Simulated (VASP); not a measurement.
Input of a VASP 6.6.1 run:

The input POSCAR:

```
InP
1.0
    0.0000000000      2.8649618471      2.9535689145
    2.8649618471      0.0000000000      2.9535689145
    2.8649618471      2.8649618471      0.0000000000
In P
1 1
Direct
    0.0000000000      0.0000000000      0.0000000000
    0.7500000000      0.7500000000      0.7500000000
```

Contents of INCAR.step1:

```
PREC     = Accurate       # precision mode
ENCUT    = 520            # plane-wave cutoff, eV
ISMEAR   = 0              # smearing method
SIGMA    = 0.05           # smearing width, eV
LREAL    = F              # projectors in reciprocal space
LASPH    = T              # aspherical terms in the spheres
NELM     = 60             # most SCF steps
NBANDS   = 16             # bands
GGA      = PE             # functional
ALGO     = Normal         # electronic algorithm
EDIFF    = 1E-4           # SCF threshold, eV
LWAVE    = T              # write WAVECAR
LCHARG   = F              # write CHGCAR
```

File INCAR.step2:

```
PREC     = Accurate       # precision mode
ENCUT    = 520            # plane-wave cutoff, eV
EDIFF    = 1E-6           # SCF threshold, eV
ISMEAR   = 0              # smearing method
SIGMA    = 0.05           # smearing width, eV
LREAL    = F              # projectors in reciprocal space
LASPH    = T              # aspherical terms in the spheres
NELM     = 60             # most SCF steps
ALGO     = Normal         # electronic algorithm
ISIF     = 2              # what is computed and relaxed
LWAVE    = F              # write WAVECAR
LCHARG   = T              # write CHGCAR
METAGGA  = R2SCAN         # meta-GGA
LMIXTAU  = T            
LELF     = T              # ELF
LVHAR    = T            
NBANDS   = 16             # bands
ISTART   = 1
```

Contents of KPOINTS:

```
Automatic mesh
0
Gamma
  8 8 8
```

Potentials or basis: VASP PAW PBE potentials, release 64 (In_d, P).

The run is started by

```bash
$ cat potpaw_PBE.64/In_d/POTCAR potpaw_PBE.64/P/POTCAR > POTCAR
$ cp INCAR.step1 INCAR
$ mpirun -np 1 vasp_std > vasp.out
$ cp INCAR.step2 INCAR
$ mpirun -np 1 vasp_std > vasp.out
```

Question: Predict the band gap on the k mesh.

Answer: 1.33 eV.

Question: Predict the pressure.

Answer: 4.6 GPa.

Stress tensor (GPa, compression positive):
```
5.08 0.00 0.00
0.00 5.08 0.00
0.00 0.00 3.69
```

Caveat: the cell differs from its parent crystal (strain -0.030 along x and y, +0.000 along z); the cell stands under pressure; the PAW data sets were made with another functional, which shifts forces and pressure a little; spin-orbit coupling is left out, which moves the levels of the heavy elements.
